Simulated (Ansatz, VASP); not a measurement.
# One calculation of LiH, two programs

POSCAR

```
LiH
1.0
    0.0000000000      2.0033987139      2.0033987139
    2.0033987139      0.0000000000      2.0033987139
    2.0033987139      2.0033987139      0.0000000000
Li H
1 1
Direct
    0.0000000000      0.0000000000      0.0000000000
    0.5000000000      0.5000000000      0.5000000000
```

The input INCAR.step1:

```
PREC     = Accurate       # precision mode
ENCUT    = 830            # plane-wave cutoff, eV
ISMEAR   = 0              # smearing method
SIGMA    = 0.01           # smearing width, eV
LREAL    = F              # projectors in reciprocal space
LASPH    = T              # aspherical terms in the spheres
NELM     = 120            # most SCF steps
NBANDS   = 9              # bands
GGA      = PE             # functional
ALGO     = Normal         # electronic algorithm
EDIFF    = 1E-5           # SCF threshold, eV
LWAVE    = T              # write WAVECAR
LCHARG   = F              # write CHGCAR
GGA_COMPAT= F
```

INCAR.step2

```
PREC     = Accurate       # precision mode
ENCUT    = 830            # plane-wave cutoff, eV
EDIFF    = 1E-6           # SCF threshold, eV
ISMEAR   = 0              # smearing method
SIGMA    = 0.01           # smearing width, eV
LREAL    = F              # projectors in reciprocal space
LASPH    = T              # aspherical terms in the spheres
NELM     = 120            # most SCF steps
ALGO     = Normal         # electronic algorithm
ISIF     = 2              # what is computed and relaxed
LWAVE    = F              # write WAVECAR
LCHARG   = F              # write CHGCAR
METAGGA  = R2SCAN         # meta-GGA
LMIXTAU  = T            
NBANDS   = 9              # bands
ISTART   = 1            
GGA_COMPAT= F
```

File KPOINTS:

```
Automatic mesh
0
Gamma
  10 10 10
```

Input for Ansatz:

```yaml
crystal:
  lattice:
    - [0.0, 2.0033987139, 2.0033987139]
    - [2.0033987139, 0.0, 2.0033987139]
    - [2.0033987139, 2.0033987139, 0.0]
  atoms:
    - { symbol: Li, position: [0.0, 0.0, 0.0] }
    - { symbol: H, position: [0.5, 0.5, 0.5] }
kpoints:
  mp_grid: { grid: [10, 10, 10] }
  band_path:
    path:
      - [0.0, 0.0, 0.0]
      - [0.5, 0.0, 0.5]
      - [0.625, 0.25, 0.625]
      - [0.375, 0.375, 0.75]
      - [0.5, 0.5, 0.5]
      - [0.5, 0.25, 0.75]
      - [0.0, 0.5, 0.5]
    npoints: 1
hamiltonian:
  xc: r2scan
scf:
  occupations: { method: fixed }
  n_extra_bands: 4
output:
  forces: true
  stress: true
  eigenvalues: true
```

Alike in both runs: task single point; functional r2SCAN; k mesh 10 × 10 × 10; no spin polarisation.

```csv
,VASP,Ansatz
version,VASP 6.6.1,Ansatz 0.2.0
potentials or method,"VASP PAW PBE potentials, release 64 (Li_sv, H)","plane waves, PAW"
plane-wave cutoff (eV),830,500
occupations,"gaussian, width 0.01 eV",fixed
valence electrons in the cell,4,4
```

VASP gave:

* gap on the k mesh at the Fermi level (eV): 3.58
* pressure (GPa): -0.1

**Question.** Estimate Ansatz's values.

**Answer.** gap on the k mesh at the Fermi level (eV): 3.63; pressure (GPa): 0.0.

VASP's potentials were made for PBE, not for r2SCAN.
